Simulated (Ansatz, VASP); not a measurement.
# Two plane-wave programs on GaS3

```
Ga S
1.0
     5.90398    0.00000    0.00000
    -2.95199    5.11299    0.00000
     0.00000    0.00000    6.10746
Ga S
2 6
Direct
  0.66667 0.33333 0.00000
  0.33333 0.66667 0.00000
  0.64304 0.64304 0.77807
  0.35696 0.35696 0.22193
  0.00000 0.35696 0.77807
  0.35696 0.00000 0.77807
  0.64304 0.00000 0.22193
  0.00000 0.64304 0.22193
```

Change from the starting cell: species swapped into the TiCl3 type (P-31m, No. 162).

Alike in both runs: task single point; functional PBE; k mesh 3 × 3 × 4; occupations gaussian, width 0.1 eV; no spin polarisation.

|  | VASP | Ansatz |
| --- | --- | --- |
| version | VASP 6.6.1 | Ansatz 0.2.0 |
| potentials or method | VASP PAW PBE potentials, release 64 (Ga_d, S), cutoff 520 eV | scalar-relativistic, plane waves, PAW |
| valence electrons in the cell | 62 | 62 |

VASP gave:

| Property | Result |
| --- | --- |
| gap on the k mesh at the Fermi level (eV) | none |
| pressure (GPa) | 3.4 |
| traceless stress, the component that is largest in VASP (GPa) | 4.15 |
| rms of the force components (eV/Å) | 0.696 |

Q: Which values does Ansatz return?

A: gap on the k mesh at the Fermi level (eV): none; pressure (GPa): 3.5; traceless stress, the component that is largest in VASP (GPa): 4.07; rms of the force components (eV/Å): 0.695.

Atom by atom the forces differ by 0.002 eV/Å (rms over components). A gap of «none» marks a metal or a gap that the smearing closes. With one functional, cell and mesh, what is left measures potentials, basis and numerics.

The k mesh is coarse, so the values compare programs but aren't converged.
